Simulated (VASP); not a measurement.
# AlH4 (P-6m2) in VASP: a series of runs, part 2 of 2

VASP 6.6.1. The steps go on from the part before.

## Step 3: Single point, PBE

This run uses another cell than the first one, of 11.35 Å³/atom.

File INCAR:

```
  PREC = Accurate
  ENCUT = 520
  EDIFF = 1E-7
  ISMEAR = 0
  SIGMA = 0.1
  LREAL = F
  LASPH = T
  NELM = 100
  ALGO = Normal
  ISIF = 2
  LWAVE = F
  LCHARG = F
  GGA = PE
  NBANDS = 12
```

File KPOINTS:

```
regular mesh
0
Gamma
  6 6 4
```

File POSCAR:

```
AlH4
1.0
    3.1069801200      0.0000000000      0.0000000000
   -1.5534900600      2.6907237100      0.0000000000
    0.0000000000      0.0000000000      6.7900305000
Al H
1 4
Direct
    0.3333333300      0.6666666700      0.0000000000
    0.6666666700      0.3333333300      0.5000000000
    0.6666666700      0.3333333300      0.2184312800
    0.6666666700      0.3333333300      0.7815687200
    0.6666666700      0.3333333300      0.0000000000
```

Potentials or basis: VASP PAW PBE potentials, release 64 (Al, H).

On the command line:

```sh
cat potpaw_PBE.64/Al/POTCAR potpaw_PBE.64/H/POTCAR > POTCAR
mpirun -np 1 vasp_std > vasp.out
```

OUTCAR:

```text
PREC = Accurate
   ENCUT = 520
   EDIFF = 1E-7
   ISMEAR = 0
   LREAL = F
   LASPH = T
   NELM = 100
   ISIF = 2
   GGA = PE

 ion  position               nearest neighbor table
   1  0.333  0.667  0.000-   5 1.79   5 1.79   5 1.79
   2  0.667  0.333  0.500-
   3  0.667  0.333  0.218-
   4  0.667  0.333  0.782-
   5  0.667  0.333  0.000-   1 1.79   1 1.79   1 1.79

  LATTYP: Found a hexagonal cell.
 ALAT       =     3.1069801200
 C/A-ratio  =     2.1854116337

  Lattice vectors:

 A1 = (   3.1069801200,   0.0000000000,   0.0000000000)
 A2 = (  -1.5534900600,   2.6907237100,   0.0000000000)
 A3 = (   0.0000000000,   0.0000000000,   6.7900305000)

Analysis of symmetry for initial positions (statically):
=====================================================================
 Subroutine PRICEL returns:
 Original cell was already a primitive cell.

 Routine SETGRP: Setting up the symmetry group for a
 hexagonal supercell.

 Subroutine GETGRP returns: Found 12 space group operations
 (whereof 12 operations were pure point group operations)
 out of a pool of 24 trial point group operations.

The static configuration has the point symmetry D_3h.

Analysis of symmetry for dynamics (positions and initial velocities):
=====================================================================
 Subroutine PRICEL returns:
 Original cell was already a primitive cell.

 Routine SETGRP: Setting up the symmetry group for a
 hexagonal supercell.

 Subroutine GETGRP returns: Found 12 space group operations
 (whereof 12 operations were pure point group operations)
 out of a pool of 24 trial point group operations.

The dynamic configuration has the point symmetry D_3h.

 Subroutine INISYM returns: Found 12 space group operations
 (whereof 12 operations are pure point group operations),
 and found     1 'primitive' translations

----------------------------------------------------------------------------------------
[... 127 lines left out ...]
 Gauss-broadening in eV      SIGMA  =   0.10
  energy-cutoff  :      520.00
  volume of cell :       56.76
 maximum number of plane-waves:      1544
 NGX is ok and might be reduce to    24
   NGX = 11   NGY = 11   NGZ = 25

 number of electron       7.0000001 magnetization

 Free energy of the ion-electron system (eV)
  ---------------------------------------------------
  ext. energy  EPLUGINS =         0.00000000
  ---------------------------------------------------
  free energy    TOTEN  =       -11.63076674 eV

  energy without entropy =      -11.61672164  energy(sigma->0) =      -11.62374419

 E-fermi :   0.0522     XC(G=0):  -7.5934

 val. band max:       -0.0014126811   @ k =   0.5000  -0.0000   0.2500
 cond. band min:       0.0988134535   @ k =   0.1667   0.1667   0.5000
 fundamental gap:      0.1002261347
 Fermi energy:         0.0521796984

 k-point     1 :       0.0000    0.0000    0.0000
  band No.  band energies     occupation
      1     -11.2243      2.00000
      2      -5.0065      2.00000
      3      -2.9045      2.00000
      4       2.4526      0.00000
      5       5.5710      0.00000
      6       7.2523      0.00000
      7       8.6036      0.00000
      8       8.6036      0.00000
      9      10.4222      0.00000
     10      10.4222      0.00000
     11      10.6874      0.00000
     12      12.9671      0.00000
[... 286 lines left out ...]
 k-point    21 :       0.3333    0.3333    0.5000
  band No.  band energies     occupation
      1      -8.0765      2.00000
      2      -2.5615      2.00000
      3      -1.6404      2.00000
      4      -1.2833      2.00000
      5       1.6681      0.00000
      6       2.0962      0.00000
      7       3.3148      0.00000
      8       5.3559      0.00000
      9       9.9599      0.00000
     10      10.5063      0.00000
     11      10.5956      0.00000
     12      11.2372      0.00000

------------------------ aborting loop because EDIFF is reached ----------------------------------------

  FORCE on cell =-STRESS in cart. coord.  units (eV):
  Direction    XX          YY          ZZ          XY          YZ          ZX
  --------------------------------------------------------------------------------------
  -------------------------------------------------------------------------------------
  Total       -0.0971315     -0.0971315     -6.1598021     -0.0000000     -0.0000000      0.0000000
  in kB       -2.7415186     -2.7415186   -173.8593445     -0.0000000     -0.0000000      0.0000000
  external PRESSURE =     -59.7807939 kB  Pullay stress =       0.0000000 kB

 VOLUME and BASIS-vectors are now :
 -----------------------------------------------------------------------------
  energy-cutoff  :      520.00
  volume of cell :       56.76
      direct lattice vectors                 reciprocal lattice vectors
     3.106980120  0.000000000  0.000000000     0.321855938  0.185823612  0.000000000
    -1.553490060  2.690723710  0.000000000     0.000000000  0.371647225  0.000000000
     0.000000000  0.000000000  6.790030500     0.000000000  0.000000000  0.147274743

 POSITION                                       TOTAL-FORCE (eV/Angst)
 -----------------------------------------------------------------------------------
     -0.00000      1.79382      0.00000        -0.000000      0.000000      0.000000
      1.55349      0.89691      3.39502         0.000000     -0.000000      0.000000
      1.55349      0.89691      1.48316        -0.000000      0.000000      0.626479
      1.55349      0.89691      5.30688        -0.000000      0.000000     -0.626479
      1.55349      0.89691      0.00000         0.000000      0.000000      0.000000
 -----------------------------------------------------------------------------------
    total drift:                               -0.000003      0.000002      0.000000

  FREE ENERGIE OF THE ION-ELECTRON SYSTEM (eV)
  ---------------------------------------------------
  free  energy   TOTEN  =       -11.6307667406 eV

  energy  without entropy=      -11.6167216404  energy(sigma->0) =      -11.62374419
```

stdout:

```text
POSCAR found type information on POSCAR AlH
 POSCAR found :  2 types and       5 ions
 scaLAPACK will be used
 LDA part: xc-table for (Slater+PW92), standard interpolation
 POSCAR, INCAR and KPOINTS ok, starting setup
 FFT: planning ... GRIDC
 FFT: planning ... GRID_SOFT
 FFT: planning ... GRID
 WAVECAR not read
 entering main loop
```

It took 8.5 s on 1 thread of Intel Xeon Platinum 8559C (Emerald Rapids), shared host; peak memory 0.16 GiB.

What came out:

```
Free energy            : -11.6308 eV
Pressure               : -6.0 GPa
Largest force          : 0.626 eV/Å
Band gap on the k mesh : zero (an odd number of electrons rules out a gap without spin polarisation)
```

Forces on the atoms (eV/Å):
```
Al   0.000  0.000  0.000
H    0.000  0.000  0.000
H    0.000  0.000  0.626
H    0.000  0.000 -0.626
H    0.000  0.000  0.000
```

Levels at points of the mesh, in eV from the Fermi level:
| k point | band 1 | band 2 | band 3 | band 4 | band 5 | band 6 | band 7 |
| --- | --- | --- | --- | --- | --- | --- | --- |
| (0.00, 0.00, 0.00) | -11.28 | -5.06 | -2.96 | 2.40 | 5.52 | 7.20 | 8.55 |
| (0.50, 0.00, 0.00) | -8.60 | -3.16 | -2.47 | -0.84 | 2.75 | 3.97 | 4.94 |
| (0.00, 0.00, 0.50) | -11.26 | -5.55 | -0.78 | -0.34 | 5.50 | 8.56 | 8.56 |
| (0.50, 0.00, 0.50) | -8.58 | -3.15 | -3.04 | 1.27 | 1.74 | 2.52 | 4.94 |

Caveat: the k points lie up to 0.39 Å⁻¹ apart, too coarse for converged energies and pressures of a metal.

The gap in the log of VASP goes by the Fermi energy; the results here count the filled bands.